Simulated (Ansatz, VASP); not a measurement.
# Two plane-wave programs on Mo3As

INCAR

```
  PREC = Accurate
  ENCUT = 500
  EDIFF = 1E-6
  ISMEAR = 0
  SIGMA = 0.1
  LREAL = False
  LASPH = True
  NELM = 120
  ALGO = Normal
  ISIF = 2
  LWAVE = False
  LCHARG = True
  GGA = PE
  LELF = True
  LVHAR = True
  NBANDS = 57
  GGA_COMPAT = False
```

KPOINTS

```
Automatic mesh
0
Gamma
  12 12 8
```

File POSCAR:

```
Mo3As
1.0
    5.4545618924      0.0000000000      0.0000000000
   -2.7272809462      4.7237891653      0.0000000000
    0.0000000000      0.0000000000      4.7763173203
Mo As
6 2
Direct
    0.8331287164      0.6662574328      0.2500000000
    0.1668712836      0.8331287164      0.7500000000
    0.6662574328      0.8331287164      0.7500000000
    0.3337425672      0.1668712836      0.2500000000
    0.8331287164      0.1668712836      0.2500000000
    0.1668712836      0.3337425672      0.7500000000
    0.3333333333      0.6666666667      0.2500000000
    0.6666666667      0.3333333333      0.7500000000
```

Input for Ansatz:

```yaml
crystal:
  lattice:
    - [5.4545618924, 0.0, 0.0]
    - [-2.7272809462, 4.7237891653, 0.0]
    - [0.0, 0.0, 4.7763173203]
  atoms:
    - { symbol: Mo, position: [0.8331287164, 0.6662574328, 0.25] }
    - { symbol: Mo, position: [0.1668712836, 0.8331287164, 0.75] }
    - { symbol: Mo, position: [0.6662574328, 0.8331287164, 0.75] }
    - { symbol: Mo, position: [0.3337425672, 0.1668712836, 0.25] }
    - { symbol: Mo, position: [0.8331287164, 0.1668712836, 0.25] }
    - { symbol: Mo, position: [0.1668712836, 0.3337425672, 0.75] }
    - { symbol: As, position: [0.3333333333, 0.6666666667, 0.25] }
    - { symbol: As, position: [0.6666666667, 0.3333333333, 0.75] }
basis:
  ecutwfc: 420
kpoints:
  mp_grid: { grid: [12, 12, 8] }
hamiltonian:
  xc: pbe
scf:
  occupations: { method: gaussian, width: 0.1 }
  mixing: { preconditioner: resta }
output:
  forces: true
  eigenvalues: true
  stress: true
```

Alike in both runs: task single point; functional PBE; k mesh 12 × 12 × 8; occupations gaussian, width 0.1 eV; no spin polarisation.

|  | VASP | Ansatz |
| --- | --- | --- |
| version | VASP 6.6.1 | Ansatz 0.2.0 |
| potentials or method | VASP PAW PBE potentials, release 64 (Mo_sv, As), cutoff 500 eV | scalar-relativistic, plane waves, PAW |
| valence electrons in the cell | 94 | 114 |

VASP gave:

* gap on the k mesh at the Fermi level (eV): none
* pressure (GPa): 0.5
* traceless stress, the component that is largest in VASP (GPa): -0.06

Which values does Ansatz return?

gap on the k mesh at the Fermi level (eV): none; pressure (GPa): 0.0; traceless stress, the component that is largest in VASP (GPa): 0.00.

A gap of «none» marks a metal or a gap that the smearing closes. The functional is the same, so the differences come from potentials, cutoffs and numerics. VASP's potentials hold 94 valence electrons a cell and Ansatz's 114, so a difference there can come from the potentials and not from the codes.
